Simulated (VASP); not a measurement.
# Sb (R-3m) in VASP: further runs

Runs on Sb. Level: PBE. Tasks: single point.

All numbers are computed with VASP 6.6.1; they aren't measurements. Logs are shortened: lines on timing, memory, paths and dates and some standing lists are left out, and cuts for length are marked.

### Step 1. The cell of the first run

Symmetry: R-3m, No. 166, trigonal system. The conventional cell has a = 4.308 Å, b = 4.308 Å, c = 11.274 Å, α = 90.00°, β = 90.00°, γ = 120.00°. Within 3.8 Å of Sb (site symmetry 3m) lie 6 Sb at 2.91 to 3.35 Å.

### Step 2. Single point, PBE

INCAR

```
SYSTEM = Sb
ALGO = Normal
EDIFF = 1E-6
ENCUT = 520
GGA = PE
ISIF = 2
ISMEAR = 0
LASPH = .TRUE.
LCHARG = .TRUE.
LELF = .TRUE.
LREAL = .FALSE.
LVHAR = .TRUE.
LWAVE = .FALSE.
NBANDS = 12
NELM = 100
PREC = Accurate
SIGMA = 0.019000000000000003
```

KPOINTS

```
k-points
0
G
  8 8 8
  0 0 0
```

POSCAR

```
Sb
1.0
    2.1542000000      1.2437279499      3.7580000000
   -2.1542000000      1.2437279499      3.7580000000
    0.0000000000     -2.4874558998      3.7580000000
Sb
2
Direct
    0.7665100000      0.7665100000      0.7665100000
    0.2334900000      0.2334900000      0.2334900000
```

Potentials or basis: VASP PAW PBE potentials, release 64 (Sb).

The run is started by

```bash
$ cat potpaw_PBE.64/Sb/POTCAR > POTCAR
$ mpirun -np 1 vasp_std > vasp.out
```

OUTCAR:

```text
SYSTEM = Sb
   EDIFF = 1E-6
   ENCUT = 520
   GGA = PE
   ISIF = 2
   ISMEAR = 0
   LASPH = .TRUE.
   LREAL = .FALSE.
   NELM = 100
   PREC = Accurate

 ion  position               nearest neighbor table
   1  0.767  0.767  0.767-   2 2.91   2 2.91   2 2.91   2 3.35   2 3.35   2 3.35
   2  0.233  0.233  0.233-   1 2.91   1 2.91   1 2.91   1 3.35   1 3.35   1 3.35

  LATTYP: Found a trigonal (rhomboedric) cell.
 ALAT       =     4.5066618304
 COS(alpha) =     0.5430253624

  Lattice vectors:

 A1 = (   2.1542000000,   1.2437279499,   3.7580000000)
 A2 = (  -2.1542000000,   1.2437279499,   3.7580000000)
 A3 = (   0.0000000000,  -2.4874558998,   3.7580000000)

Analysis of symmetry for initial positions (statically):
=====================================================================
 Subroutine PRICEL returns:
 Original cell was already a primitive cell.

 Routine SETGRP: Setting up the symmetry group for a
 trigonal (rhombohedral) supercell.

 Subroutine GETGRP returns: Found 12 space group operations
 (whereof 12 operations were pure point group operations)
 out of a pool of 12 trial point group operations.

The static configuration has the point symmetry D_3d.

Analysis of symmetry for dynamics (positions and initial velocities):
=====================================================================
 Subroutine PRICEL returns:
 Original cell was already a primitive cell.

 Routine SETGRP: Setting up the symmetry group for a
 trigonal (rhombohedral) supercell.

 Subroutine GETGRP returns: Found 12 space group operations
 (whereof 12 operations were pure point group operations)
 out of a pool of 12 trial point group operations.

The dynamic configuration has the point symmetry D_3d.

 Subroutine INISYM returns: Found 12 space group operations
 (whereof 12 operations are pure point group operations),
 and found     1 'primitive' translations

----------------------------------------------------------------------------------------

                                     Primitive cell

  volume of cell :      60.4115

  direct lattice vectors                    reciprocal lattice vectors
     2.154200000  1.243727950  3.758000000     0.232104726  0.134005726  0.088699663
    -2.154200000  1.243727950  3.758000000    -0.232104726  0.134005726  0.088699663
     0.000000000 -2.487455900  3.758000000     0.000000000 -0.268011452  0.088699663

  length of vectors
     4.506661830  4.506661830  4.506661830     0.282307932  0.282307932  0.282307932

  position of ions in fractional coordinates (direct lattice)
     0.766510000  0.766510000  0.766510000
     0.233490000  0.233490000  0.233490000

  ion indices of the primitive-cell ions
   primitive index   ion index
                 1           1
                 2           2

----------------------------------------------------------------------------------------

 KPOINTS: k-points

Automatic generation of k-mesh.
 Grid dimensions read from file:
 generate k-points for:    8    8    8

 Generating k-lattice:

  Cartesian coordinates                     Fractional coordinates (reciprocal lattice)
     0.029013091  0.016750716  0.011087458     0.125000000  0.000000000  0.000000000
    -0.029013091  0.016750716  0.011087458     0.000000000  0.125000000  0.000000000
     0.000000000 -0.033501431  0.011087458     0.000000000  0.000000000  0.125000000

  Length of vectors
     0.035288491  0.035288491  0.035288491

  Shift w.r.t. Gamma in fractional coordinates (k-lattice)
     0.000000000  0.000000000  0.000000000

 Subroutine IBZKPT returns following result:
 ===========================================

 Found     65 irreducible k-points:

 Following reciprocal coordinates:
            Coordinates               Weight
  0.000000  0.000000  0.000000      1.000000
  0.125000 -0.000000  0.000000      6.000000
  0.250000 -0.000000  0.000000      6.000000
  0.375000 -0.000000 -0.000000      6.000000
  0.500000 -0.000000  0.000000      3.000000
  0.125000  0.125000  0.000000      6.000000
[... 16 lines left out ...]
  0.250000  0.125000  0.125000      6.000000
  0.375000  0.125000  0.125000      6.000000
 [... further k-points ...]
   k-points           NKPTS =     65   k-points in BZ     NKDIM =     65   number of bands    NBANDS=     12
   number of dos      NEDOS =    301   number of ions     NIONS =      2
   total plane-waves  NPLWV =  46656
   dimension x,y,z NGX =    36 NGY =   36 NGZ =   36
   dimension x,y,z NGXF=    72 NGYF=   72 NGZF=   72
   ions per type =               2
   NGX,Y,Z   is equivalent  to a cutoff of  13.28, 13.28, 13.28 a.u.
   NGXF,Y,Z  is equivalent  to a cutoff of  26.56, 26.56, 26.56 a.u.
 SYSTEM =  Sb
   PREC   = accura    normal or accurate (medium, high low for compatibility)
   ISTART =      0    job   : 0-new  1-cont  2-samecut
   ICHARG =      2    charge: 1-file 2-atom 10-const
   ISPIN  =      1    spin polarized calculation?
   LNONCOLLINEAR =      F non collinear calculations
   LSORBIT =      F    spin-orbit coupling
   LASPH  =      T    aspherical Exc in radial PAW
   ENCUT  =  520.0 eV  38.22 Ry    6.18 a.u.   8.38  8.38  8.38*2*pi/ulx,y,z
   NELM   =    100;   NELMIN=  2; NELMDL= -5     # of ELM steps
   EDIFF  = 0.1E-05   stopping-criterion for ELM
   LREAL  =      F    real-space projection
   EDIFFG = 0.1E-04   stopping-criterion for IOM
   NSW    =      0    number of steps for IOM
   IBRION =     -1    ionic relax: 0-MD 1-quasi-New 2-CG
   NFREE  =      0    steps in history (QN), initial steepest desc. (CG)
   ISIF   =      2    stress and relaxation
   ISYM   =      2    0-nonsym 1-usesym 2-fastsym
   POTIM  = 0.5000    time-step for ionic-motion
   TEBEG  =    0.0;   TEEND  =   0.0 temperature during run
   PSTRESS=    0.0 pullay stress
   NELECT =      10.0000    total number of electrons
   NUPDOWN=      -1.0000    fix difference up-down
   EMIN   =  10.00;   EMAX   =-10.00  energy-range for DOS
   EFERMI =   0.00;   METHOD = LEGACY
   ISMEAR =     0;   SIGMA  =   0.02  broadening in eV -4-tet -1-fermi 0-gaus
   EFERMI_NEDOS =   21; number of points for ismear=-14 and -15
   IALGO  =     38    algorithm
   IMIX   =      4    mixing-type and parameters
     AMIX     =   0.40;   BMIX     =  1.00
     AMIX_MAG =   1.60;   BMIX_MAG =  1.00
  volume/ion in A,a.u.               =      30.21       203.84
  Fermi-wavevector in a.u.,A,eV,Ry     =   0.898880  1.698637 10.993305  0.807985
  Thomas-Fermi vector in A             =   2.021644
   LORBIT       =      0    0 simple, 1 ext, 2 COOP (PROOUT), +10 PAW based schemes
   GGA     = PE    functional components
   LHFCALC =     F    Hartree Fock is set to
   AEXX    =    0.0000 exact exchange contribution
   IVDW    =     0    specifies the selected vdW correction
   LEPSILON=     F    determine dielectric tensor
   LRPA    =     F    only Hartree local field effects (RPA)
 non-spin polarized calculation
 Gauss-broadening in eV      SIGMA  =   0.02
  energy-cutoff  :      520.00
  volume of cell :       60.41
 maximum number of plane-waves:      1638
 NGX is ok and might be reduce to    36
   NGX = 17   NGY = 17   NGZ = 17

 number of electron      10.0000000 magnetization

 Free energy of the ion-electron system (eV)
  ---------------------------------------------------
  ext. energy  EPLUGINS =         0.00000000
  ---------------------------------------------------
  free energy    TOTEN  =        -8.25621496 eV

  energy without entropy =       -8.25608613  energy(sigma->0) =       -8.25615055

 E-fermi :   7.3786     XC(G=0):  -9.5309

 val. band max:        7.3785037434   @ k =   0.3750   0.1250   0.1250
 cond. band min:       7.4201555848   @ k =   0.5000   0.5000   0.5000
 fundamental gap:      0.0416518414
 Fermi energy:         7.3785928600

 k-point     1 :       0.0000    0.0000    0.0000
  band No.  band energies     occupation
      1      -5.4388      2.00000
      2       2.4906      2.00000
      3       5.2199      2.00000
      4       5.4838      2.00000
      5       5.4838      2.00000
      6       9.3485      0.00000
      7       9.9804      0.00000
      8       9.9804      0.00000
      9      12.3692      0.00000
     10      12.3692      0.00000
     11      12.5295      0.00000
     12      13.8743      0.00000

 k-point     2 :       0.1250   -0.0000    0.0000
  band No.  band energies     occupation
      1      -5.2663      2.00000
      2       1.7590      2.00000
      3       5.2595      2.00000
      4       5.4428      2.00000
      5       5.7599      2.00000
      6       9.2441      0.00000
      7       9.5455      0.00000
      8       9.5844      0.00000
      9      11.8396      0.00000
     10      12.2839      0.00000
     11      12.4591      0.00000
     12      14.9617      0.00000

 k-point     3 :       0.2500   -0.0000    0.0000
  band No.  band energies     occupation
      1      -4.7540      2.00000
      2       0.2941      2.00000
      3       5.2779      2.00000
      4       5.3707      2.00000
      5       6.2098      2.00000
      6       8.5409      0.00000
      7       8.6642      0.00000
      8       8.7500      0.00000
      9      12.1976      0.00000
     10      12.7838      0.00000
     11      13.2938      0.00000
     12      17.0545      0.00000
[... 286 lines left out ...]
 k-point    23 :       0.2500    0.1250    0.1250
  band No.  band energies     occupation
      1      -5.0348      2.00000
      2       0.9447      2.00000
      3       4.5061      2.00000
      4       5.8263      2.00000
      5       6.7335      2.00000
      6       8.4458      0.00000
      7       8.5073      0.00000
      8      10.2484      0.00000
      9      12.0464      0.00000
     10      12.5180      0.00000
     11      13.3366      0.00000
     12      14.7294      0.00000

 k-point    24 :       0.3750    0.1250    0.1250
  band No.  band energies     occupation
      1      -4.4406      2.00000
      2      -0.2524      2.00000
      3       3.9129      2.00000
      4       5.7469      2.00000
      5       7.3785      1.00529
      6       7.4743      0.00000
      7       7.9573      0.00000
      8      10.3281      0.00000
      9      12.2793      0.00000
     10      13.2346      0.00000
     11      14.4675      0.00000
     12      16.2170      0.00000

 [... further k-points ...]

------------------------ aborting loop because EDIFF is reached ----------------------------------------

  FORCE on cell =-STRESS in cart. coord.  units (eV):
  Direction    XX          YY          ZZ          XY          YZ          ZX
  --------------------------------------------------------------------------------------
  -------------------------------------------------------------------------------------
  Total        1.1407934      1.1407934      0.8596489      0.0000000      0.0000000      0.0000000
  in kB       30.2550674     30.2550674     22.7988151      0.0000000      0.0000000      0.0000000
  external PRESSURE =      27.7696499 kB  Pullay stress =       0.0000000 kB

 VOLUME and BASIS-vectors are now :
 -----------------------------------------------------------------------------
  energy-cutoff  :      520.00
  volume of cell :       60.41
      direct lattice vectors                 reciprocal lattice vectors
     2.154200000  1.243727950  3.758000000     0.232104726  0.134005726  0.088699663
    -2.154200000  1.243727950  3.758000000    -0.232104726  0.134005726  0.088699663
     0.000000000 -2.487455900  3.758000000     0.000000000 -0.268011452  0.088699663

 POSITION                                       TOTAL-FORCE (eV/Angst)
 -----------------------------------------------------------------------------------
      0.00000      0.00000      8.64163         0.000000     -0.000000     -0.184729
      0.00000      0.00000      2.63237         0.000000      0.000000      0.184729
 -----------------------------------------------------------------------------------
    total drift:                                0.000000     -0.000000     -0.000000

  FREE ENERGIE OF THE ION-ELECTRON SYSTEM (eV)
  ---------------------------------------------------
  free  energy   TOTEN  =        -8.2562149620 eV

  energy  without entropy=       -8.2560861347  energy(sigma->0) =       -8.25615055
```

Wall time 23 s (1 thread of AMD EPYC 9R45 (Zen 5), shared host); peak memory 0.19 GiB.

Results:

```
Free energy            : -8.2562 eV
Pressure               : 2.8 GPa
Largest force          : 0.185 eV/Å
Band gap on the k mesh : zero (bands 5 and 6 overlap by 0.30 eV)
```

Forces in eV/Å, atoms in the order of the input:
```
Sb   0.000  0.000 -0.185
Sb   0.000  0.000  0.185
```

Caveat: spin-orbit coupling is left out, which moves the levels of the heavy elements.

(Continued in part 2 of 2.)
